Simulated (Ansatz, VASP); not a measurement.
## Two plane-wave programs on GaN

```
Ga N
1.0
    -0.10774    2.20094    2.20094
     2.20094   -0.10774    2.20094
     2.20094    2.20094   -0.10774
Ga N
1 1
Direct
  0.00000 0.00000 0.00000
  0.75000 0.75000 0.75000
```

Alike in both runs: task single point; functional r2SCAN; k mesh 12 × 12 × 12; occupations gaussian, width 0.05 eV; no spin polarisation.

```csv
,VASP,Ansatz
version,VASP 6.6.1,Ansatz 0.2.0
potentials or method,"VASP PAW PBE potentials, release 64 (Ga_d, N), cutoff 520 eV","scalar-relativistic, plane waves, PAW"
valence electrons in the cell,18,18
```

```tsv
	VASP	Ansatz	Ansatz less VASP
gap on the k mesh at the Fermi level (eV)	1.85	1.86	+0.011
least direct gap on the mesh (eV)	1.85	1.86	+0.011
pressure (GPa)	1.6	0.4	-1.19
traceless stress, the component that is largest in VASP (GPa)	10.32	10.19	-0.128
rms of the force components (eV/Å)	0.560	0.546	-0.0141
```

VASP's potentials were made for PBE, not for r2SCAN. Atom by atom the forces differ by 0.014 eV/Å (rms over components).
